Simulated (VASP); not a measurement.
Here is a VASP 6.6.1 calculation.

File INCAR:

```
SYSTEM = Cu
  PREC = Accurate
  ENCUT = 520
  EDIFF = 1E-6
  ISMEAR = 0
  SIGMA = 0.1
  LREAL = .FALSE.
  LASPH = .TRUE.
  NELM = 100
  ALGO = Normal
  ISIF = 2
  LWAVE = .FALSE.
  LCHARG = .TRUE.
  LDIPOL = .TRUE.
  IDIPOL = 3
  DIPOL = 0.5 0.5 0.500
  GGA = PE
  LELF = .TRUE.
  LVHAR = .TRUE.
  LVACPOTAV = .TRUE.
  NBANDS = 42
```

KPOINTS

```
regular mesh
0
G
  15 15 1
  0 0 0
```

The input POSCAR:

```
Cu
1.0
    2.5666196055      0.0000000000      0.0000000000
   -1.2833098028      2.2227577802      0.0000000000
    0.0000000000      0.0000000000     25.4781806622
Cu
6
Direct
    0.6666666667      0.3333333333      0.2950769873
    0.3333333333      0.6666666667      0.3766413074
    0.0000000000      0.0000000000      0.4586991287
    0.6666666667      0.3333333333      0.5413008705
    0.3333333333      0.6666666667      0.6233586916
    0.0000000000      0.0000000000      0.7049230145
```

Potentials or basis: VASP PAW PBE potentials, release 64 (Cu).

Command:

```sh
$ cat potpaw_PBE.64/Cu/POTCAR > POTCAR
$ mpirun -np 1 vasp_std > vasp.out
```

What does it give for the largest force?

0.020 eV/Å.

Estimate the band gap on the k mesh.

zero (bands 33 and 34 overlap by 4.92 eV).

Forces on the atoms (eV/Å):
```
Cu   0.000  0.000 -0.020
Cu   0.000  0.000 -0.001
Cu   0.000  0.000 -0.001
Cu   0.000  0.000  0.001
Cu   0.000  0.000  0.001
Cu   0.000  0.000  0.020
```
